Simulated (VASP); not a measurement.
# Pb (Im-3m) in VASP: settings compared, part 2 of 2

VASP 6.6.1. The steps go on from the part before.

## 3. Relaxation of cell and atoms, PBE

This run uses another cell than the first one, of 31.03 Å³/atom.

The input, INCAR:

```
SYSTEM = Pb
ALGO     = Normal         ! electronic algorithm
EDIFF    = 1E-6           ! SCF threshold, eV
EDIFFG   = -0.01          ! ionic threshold
ENCUT    = 600            ! plane-wave cutoff, eV
GGA      = PE             ! functional
IBRION   = 2              ! ionic algorithm
ISIF     = 3              ! what is computed and relaxed
ISMEAR   = -1             ! smearing method
LASPH    = .TRUE.         ! aspherical terms in the spheres
LCHARG   = .FALSE.        ! write CHGCAR
LREAL    = .FALSE.        ! projectors in reciprocal space
LWAVE    = .FALSE.        ! write WAVECAR
NELM     = 60             ! most SCF steps
NSW      = 60             ! ionic steps
PREC     = Accurate       ! precision mode
SIGMA    = 0.05           ! smearing width, eV
```

The input, KPOINTS:

```
k-points
0
G
  9 9 9
  0 0 0
```

The input, POSCAR:

```
Pb
1.0
   -1.9796595667      1.9796595667      1.9796595667
    1.9796595667     -1.9796595667      1.9796595667
    1.9796595667      1.9796595667     -1.9796595667
Pb
1
Direct
    0.0000000000      0.0000000000      0.0000000000
```

Potentials or basis: VASP PAW PBE potentials, release 64 (Pb_d).

The run is started by

```console
> cat potpaw_PBE.64/Pb_d/POTCAR > POTCAR
> mpirun -np 1 vasp_std > vasp.out
```

OUTCAR:

```text
SYSTEM = Pb
   EDIFF = 1E-6
   EDIFFG = -0.01
   ENCUT = 600
   GGA = PE
   IBRION = 2
   ISIF = 3
   ISMEAR = -1
   LASPH = .TRUE.
   LREAL = .FALSE.
   NELM = 60
   NSW = 60
   PREC = Accurate

 ion  position               nearest neighbor table
   1  0.000  0.000  0.000-

  LATTYP: Found a body centered cubic cell.
 ALAT       =     3.9593191334

  Lattice vectors:

 A1 = (  -1.9796595667,   1.9796595667,   1.9796595667)
 A2 = (   1.9796595667,  -1.9796595667,   1.9796595667)
 A3 = (   1.9796595667,   1.9796595667,  -1.9796595667)

Analysis of symmetry for initial positions (statically):
=====================================================================
 Subroutine PRICEL returns:
 Original cell was already a primitive cell.

 Routine SETGRP: Setting up the symmetry group for a
 body centered cubic supercell.

 Subroutine GETGRP returns: Found 48 space group operations
 (whereof 48 operations were pure point group operations)
 out of a pool of 48 trial point group operations.

The static configuration has the point symmetry O_h .

Analysis of symmetry for dynamics (positions and initial velocities):
=====================================================================
 Subroutine PRICEL returns:
 Original cell was already a primitive cell.

 Routine SETGRP: Setting up the symmetry group for a
 body centered cubic supercell.

 Subroutine GETGRP returns: Found 48 space group operations
 (whereof 48 operations were pure point group operations)
 out of a pool of 48 trial point group operations.

The dynamic configuration has the point symmetry O_h .

 Subroutine INISYM returns: Found 48 space group operations
 (whereof 48 operations are pure point group operations),
 and found     1 'primitive' translations

----------------------------------------------------------------------------------------

                                     Primitive cell

  volume of cell :      31.0336

  direct lattice vectors                    reciprocal lattice vectors
    -1.979659567  1.979659567  1.979659567     0.000000000  0.252568678  0.252568678
     1.979659567 -1.979659567  1.979659567     0.252568678  0.000000000  0.252568678
[... 95 lines left out ...]
   NUPDOWN=      -1.0000    fix difference up-down
   EMIN   =  10.00;   EMAX   =-10.00  energy-range for DOS
   EFERMI =   0.00;   METHOD = LEGACY
   ISMEAR =    -1;   SIGMA  =   0.05  broadening in eV -4-tet -1-fermi 0-gaus
   EFERMI_NEDOS =   21; number of points for ismear=-14 and -15
   IALGO  =     38    algorithm
   IMIX   =      4    mixing-type and parameters
     AMIX     =   0.40;   BMIX     =  1.00
     AMIX_MAG =   1.60;   BMIX_MAG =  1.00
  volume/ion in A,a.u.               =      31.03       209.42
  Fermi-wavevector in a.u.,A,eV,Ry     =   1.255568  2.372680 21.448927  1.576452
  Thomas-Fermi vector in A             =   2.389319
   LORBIT       =      0    0 simple, 1 ext, 2 COOP (PROOUT), +10 PAW based schemes
   GGA     = PE    functional components
   LHFCALC =     F    Hartree Fock is set to
   AEXX    =    0.0000 exact exchange contribution
   IVDW    =     0    specifies the selected vdW correction
   LEPSILON=     F    determine dielectric tensor
   LRPA    =     F    only Hartree local field effects (RPA)
 conjugate gradient relaxation of ions
 non-spin polarized calculation
  energy-cutoff  :      600.00
  volume of cell :       31.03
 maximum number of plane-waves:      1055
   NGX = 13   NGY = 13   NGZ = 13

--------------------------------------- Ionic step        1  -------------------------------------------

 number of electron      14.0000002 magnetization

 Free energy of the ion-electron system (eV)
  ---------------------------------------------------
  ext. energy  EPLUGINS =         0.00000000
  ---------------------------------------------------
  free energy    TOTEN  =        -3.50441980 eV

  energy without entropy =       -3.49890194  energy(sigma->0) =       -3.50166087

 E-fermi :   7.0681     XC(G=0): -10.0809

 val. band max:        6.9593996405   @ k =   0.3333   0.2222   0.0000
 cond. band min:       7.1733773164   @ k =  -0.2222   0.3333   0.1111
 fundamental gap:      0.2139776759
 Fermi energy:         7.0680762335

 k-point     1 :       0.0000    0.0000    0.0000
  band No.  band energies     occupation
      1     -10.1001      2.00000
      2     -10.1001      2.00000
      3     -10.1001      2.00000
      4      -9.8754      2.00000
      5      -9.8754      2.00000
      6      -4.5824      2.00000
      7      14.4600      0.00000
      8      14.4600      0.00000
      9      14.4600      0.00000
     10      18.1006      0.00000
     11      18.1439      0.00000
[... 391 lines left out ...]
--------------------------------------- Ionic step        3  -------------------------------------------

 number of electron      13.9999998 magnetization

 Free energy of the ion-electron system (eV)
  ---------------------------------------------------
  ext. energy  EPLUGINS =         0.00000000
  ---------------------------------------------------
  free energy    TOTEN  =        -3.50591690 eV

  energy without entropy =       -3.49935513  energy(sigma->0) =       -3.50263601

 E-fermi :   6.8493     XC(G=0):  -9.9878

 val. band max:        6.7586633484   @ k =   0.3333   0.2222   0.0000
 cond. band min:       6.9284605039   @ k =  -0.2222   0.3333   0.1111
 fundamental gap:      0.1697971555
 Fermi energy:         6.8493298507

 k-point     1 :       0.0000    0.0000    0.0000
  band No.  band energies     occupation
      1     -10.2975      2.00000
      2     -10.2975      2.00000
      3     -10.2975      2.00000
      4     -10.0850      2.00000
      5     -10.0850      2.00000
      6      -4.6675      2.00000
      7      14.0775      0.00000
      8      14.0775      0.00000
      9      14.0775      0.00000
     10      17.8561      0.00000
     11      17.8562      0.00000
[... 350 lines left out ...]
  FREE ENERGIE OF THE ION-ELECTRON SYSTEM (eV)
  ---------------------------------------------------
  free  energy   TOTEN  =        -3.5059168961 eV

  energy  without entropy=       -3.4993551285  energy(sigma->0) =       -3.50263601

 reached required accuracy - stopping structural energy minimisation
```

OSZICAR:

```text
N       E                     dE             d eps       ncg     rms          rms(c)
DAV:   1     0.109204758304E+03    0.10920E+03   -0.79717E+03   770   0.167E+03
DAV:   2     0.147328032040E+01   -0.10773E+03   -0.10557E+03   779   0.345E+02
DAV:   3    -0.339969351634E+01   -0.48730E+01   -0.48235E+01   942   0.841E+01
[... 20 lines left out ...]
DAV:   2    -0.350608744493E+01    0.12438E-02   -0.24058E-03   884   0.109E+00    0.691E-02
DAV:   3    -0.350591152988E+01    0.17592E-03   -0.70833E-04   984   0.560E-01    0.553E-03
DAV:   4    -0.350591358442E+01   -0.20545E-05   -0.84777E-06   806   0.338E-02    0.316E-03
DAV:   5    -0.350591707997E+01   -0.34956E-05   -0.44951E-06   812   0.196E-02    0.176E-03
DAV:   6    -0.350591689609E+01    0.18389E-06   -0.25267E-07   478   0.105E-02
   3 F= -.35059169E+01 E0= -.35026360E+01  d E =-.149709E-02
```

CONTCAR:

```text
Pb
   1.00000000000000
    -1.9926334262356262    1.9926334262356262    1.9926334262356262
     1.9926334262356262   -1.9926334262356262    1.9926334262356262
     1.9926334262356262    1.9926334262356262   -1.9926334262356262
  Pb
     1
Direct
     0.0000000000000000    0.0000000000000000    0.0000000000000000

  0.00000000E+00  0.00000000E+00  0.00000000E+00
```

It took 32 s on 1 thread of Intel Xeon 8259CL, shared host; peak memory 0.17 GiB.

Results:

- Free energy: -3.5059 eV
- Relaxed volume: 31.65 Å³/atom
- Relaxed cell: a = 3.451 Å, b = 3.451 Å, c = 3.451 Å, α = 109.47°, β = 109.47°, γ = 109.47°
- Space group after relaxing (to 0.1 Å): Im-3m (No. 229)
- Energy gained by relaxing: 1.5 meV/atom
- Ionic steps: 3
- Pressure after relaxing: 0.0 GPa
- Band gap on the k mesh: zero (bands 7 and 8 overlap by 9.22 eV)

The path:
| step | energy change (eV) | largest force (eV/Å) | pressure (GPa) | volume (Å³) |
| --- | --- | --- | --- | --- |
| 1 | 0.0000 | 0.0000 | 0.81 | 31.03 |
| 2 | -0.0015 | 0.0000 | -0.11 | 31.74 |
| 3 | -0.0015 | 0.0000 | 0.00 | 31.65 |

Final structure:
```
Pb
1.0
    -1.99263    1.99263    1.99263
     1.99263   -1.99263    1.99263
     1.99263    1.99263   -1.99263
Pb
1
Direct
  0.00000 0.00000 0.00000
```

Caveat: spin-orbit coupling is left out, which moves the levels of the heavy elements.

## 4. Relaxation of cell and atoms, LDA

This run uses another cell than the first one, of 31.03 Å³/atom.

The input, INCAR:

```
SYSTEM = Pb
  ALGO = Normal
  EDIFF = 1E-7
  EDIFFG = -0.01
  ENCUT = 600
  GGA = CA
  IBRION = 2
  ISIF = 3
  ISMEAR = -1
  LASPH = .TRUE.
  LCHARG = .FALSE.
  LREAL = .FALSE.
  LWAVE = .FALSE.
  NELM = 60
  NSW = 60
  PREC = Accurate
  SIGMA = 0.05
```

KPOINTS is that of step 3.

POSCAR is that of step 3.

Potentials or basis: VASP PAW LDA potentials, release 64 (Pb_d).

The run is started by

```console
> cat potpaw_LDA.64/Pb_d/POTCAR > POTCAR
> mpirun -np 1 vasp_std > vasp.out
```

OUTCAR:

```text
SYSTEM = Pb
   EDIFF = 1E-7
   EDIFFG = -0.01
   ENCUT = 600
   GGA = CA
   IBRION = 2
   ISIF = 3
   ISMEAR = -1
   LASPH = .TRUE.
   LREAL = .FALSE.
   NELM = 60
   NSW = 60
   PREC = Accurate

 ion  position               nearest neighbor table
   1  0.000  0.000  0.000-

  LATTYP: Found a body centered cubic cell.
 ALAT       =     3.9593191334

  Lattice vectors:

 A1 = (  -1.9796595667,   1.9796595667,   1.9796595667)
 A2 = (   1.9796595667,  -1.9796595667,   1.9796595667)
 A3 = (   1.9796595667,   1.9796595667,  -1.9796595667)

Analysis of symmetry for initial positions (statically):
=====================================================================
 Subroutine PRICEL returns:
 Original cell was already a primitive cell.

 Routine SETGRP: Setting up the symmetry group for a
 body centered cubic supercell.

 Subroutine GETGRP returns: Found 48 space group operations
 (whereof 48 operations were pure point group operations)
 out of a pool of 48 trial point group operations.

The static configuration has the point symmetry O_h .

Analysis of symmetry for dynamics (positions and initial velocities):
=====================================================================
 Subroutine PRICEL returns:
 Original cell was already a primitive cell.

 Routine SETGRP: Setting up the symmetry group for a
 body centered cubic supercell.

 Subroutine GETGRP returns: Found 48 space group operations
 (whereof 48 operations were pure point group operations)
 out of a pool of 48 trial point group operations.

The dynamic configuration has the point symmetry O_h .

 Subroutine INISYM returns: Found 48 space group operations
 (whereof 48 operations are pure point group operations),
 and found     1 'primitive' translations

----------------------------------------------------------------------------------------
[... 121 lines left out ...]
   LRPA    =     F    only Hartree local field effects (RPA)
 conjugate gradient relaxation of ions
 non-spin polarized calculation
  energy-cutoff  :      600.00
  volume of cell :       31.03
 maximum number of plane-waves:      1055
   NGX = 13   NGY = 13   NGZ = 13

--------------------------------------- Ionic step        1  -------------------------------------------

 number of electron      14.0000002 magnetization

 Free energy of the ion-electron system (eV)
  ---------------------------------------------------
  ext. energy  EPLUGINS =         0.00000000
  ---------------------------------------------------
  free energy    TOTEN  =        -4.18135954 eV

  energy without entropy =       -4.17558977  energy(sigma->0) =       -4.17847465

------------------------ aborting loop because EDIFF is reached ----------------------------------------

  FORCE on cell =-STRESS in cart. coord.  units (eV):
  Direction    XX          YY          ZZ          XY          YZ          ZX
  --------------------------------------------------------------------------------------
  -------------------------------------------------------------------------------------
  Total       -0.6437320     -0.6437320     -0.6437320      0.0000000      0.0000000     -0.0000000
  in kB      -33.2341167    -33.2341167    -33.2341167      0.0000000      0.0000000     -0.0000000
  external PRESSURE =     -33.2341167 kB  Pullay stress =       0.0000000 kB
[... 57 lines left out ...]
--------------------------------------- Ionic step        3  -------------------------------------------

 number of electron      13.9999997 magnetization

 Free energy of the ion-electron system (eV)
  ---------------------------------------------------
  ext. energy  EPLUGINS =         0.00000000
  ---------------------------------------------------
  free energy    TOTEN  =        -4.20653763 eV

  energy without entropy =       -4.20254773  energy(sigma->0) =       -4.20454268

 E-fermi :   7.6594     XC(G=0): -10.7139

 val. band max:        7.6065934902   @ k =  -0.3333   0.3333   0.3333
 cond. band min:       7.7579484210   @ k =   0.2222   0.2222   0.1111
 fundamental gap:      0.1513549308
 Fermi energy:         7.6593876906

 k-point     1 :       0.0000    0.0000    0.0000
  band No.  band energies     occupation
      1      -9.5158      2.00000
      2      -9.5158      2.00000
      3      -9.5158      2.00000
      4      -9.2332      2.00000
      5      -9.2332      2.00000
      6      -4.5256      2.00000
      7      15.6542      0.00000
      8      15.6542      0.00000
      9      15.6542      0.00000
     10      18.8471      0.00000
     11      18.8471      0.00000
[... 309 lines left out ...]
 k-point    24 :      -0.4444   -0.4444    0.1111
  band No.  band energies     occupation
      1      -9.5176      2.00000
      2      -9.4553      2.00000
      3      -9.3317      2.00000
      4      -9.2573      2.00000
      5      -9.0909      2.00000
      6       0.1922      2.00000
      7       4.1447      2.00000
      8       8.3080      0.00000
      9      12.4224      0.00000
     10      16.8229      0.00000
     11      18.2787      0.00000

 [... further k-points ...]
[... 5 lines left out ...]
  --------------------------------------------------------------------------------------
  -------------------------------------------------------------------------------------
  Total        0.0019730      0.0019730      0.0019730      0.0000000     -0.0000000      0.0000000
  in kB        0.1098637      0.1098637      0.1098637      0.0000000     -0.0000000      0.0000000
  external PRESSURE =       0.1098637 kB  Pullay stress =       0.0000000 kB
[... 16 lines left out ...]
  FREE ENERGIE OF THE ION-ELECTRON SYSTEM (eV)
  ---------------------------------------------------
  free  energy   TOTEN  =        -4.2065376270 eV

  energy  without entropy=       -4.2025477266  energy(sigma->0) =       -4.20454268

 reached required accuracy - stopping structural energy minimisation
```

OSZICAR:

```text
N       E                     dE             d eps       ncg     rms          rms(c)
DAV:   1     0.109143683409E+03    0.10914E+03   -0.79657E+03   770   0.167E+03
DAV:   2     0.805384835351E+00   -0.10834E+03   -0.10616E+03   779   0.344E+02
DAV:   3    -0.407971820917E+01   -0.48851E+01   -0.48352E+01   942   0.842E+01
[... 24 lines left out ...]
DAV:   4    -0.420652262584E+01    0.96824E-05   -0.37542E-04   806   0.236E-01    0.210E-02
DAV:   5    -0.420654639838E+01   -0.23773E-04   -0.20301E-04   812   0.138E-01    0.115E-02
DAV:   6    -0.420653785286E+01    0.85455E-05   -0.18504E-05   893   0.822E-02    0.192E-03
DAV:   7    -0.420653762253E+01    0.23033E-06   -0.11730E-06   839   0.132E-02    0.385E-04
DAV:   8    -0.420653762698E+01   -0.44536E-08   -0.21422E-08   442   0.164E-03
   3 F= -.42065376E+01 E0= -.42045427E+01  d E =-.251781E-01
```

Wall time 36 s (1 thread of Intel Xeon 8259CL, shared host); peak memory 0.16 GiB.

What came out:

```yaml
Free_energy: -4.2065 eV
Relaxed_volume: 28.77 Å³/atom
Relaxed_cell: a = 3.343 Å, b = 3.343 Å, c = 3.343 Å, α = 109.47°, β = 109.47°, γ = 109.47°
Space_group_after_relaxing_to_0.1_Å: Im-3m (No. 229)
Energy_gained_by_relaxing: 25.2 meV/atom
Ionic_steps: 3
Pressure_after_relaxing: 0.0 GPa
Band_gap_on_the_k_mesh: zero (bands 7 and 8 overlap by 10.24 eV)
```

The path:
```tsv
step	energy change (eV)	largest force (eV/Å)	pressure (GPa)	volume (Å³)
1	0.0000	0.0000	-3.32	31.03
2	-0.0234	0.0000	1.05	28.23
3	-0.0252	0.0000	0.01	28.77
```

Final structure:
```
Pb
1.0
    -1.93037    1.93037    1.93037
     1.93037   -1.93037    1.93037
     1.93037    1.93037   -1.93037
Pb
1
Cartesian
  0.0000 0.0000 0.0000
```

Levels at points of the mesh, in eV from the Fermi level:
```csv
k point,band 3,band 4,band 5,band 6,band 7,band 8,band 9,band 10,band 11
"(0.00, 0.00, 0.00)",-17.18,-16.89,-16.89,-12.18,7.99,7.99,7.99,11.19,11.19
```

Caveat: spin-orbit coupling is left out, which moves the levels of the heavy elements.

## 5. Overview

```csv
task,level,potentials or basis,cell,cutoff (eV),gap on the mesh (eV),pressure (GPa),relaxed volume (Å³/atom)
single point,RPBE,"VASP PAW PBE potentials, release 64 (Pb_d)","a = 3.499 Å, angles 109.5°, 1 atom",520,none,0.0,-
relaxation of cell and atoms,PBE,"VASP PAW PBE potentials, release 64 (Pb_d)","relaxed from a = 3.429 Å, angles 109.5°, 1 atom",600,none,0.0,31.65
relaxation of cell and atoms,LDA,"VASP PAW LDA potentials, release 64 (Pb_d)","relaxed from a = 3.429 Å, angles 109.5°, 1 atom",600,none,0.0,28.77
```

Alike in all rows: no spin polarisation; k mesh 9 × 9 × 9; smearing fermi-dirac 0.05 eV.

Caveats: spin-orbit coupling is left out, which moves the levels of the heavy elements; the PAW data sets were made with another functional, which shifts forces and pressure a little (at least some runs).

Total energies depend on the potentials used, so only differences within one code and one set of settings carry meaning.
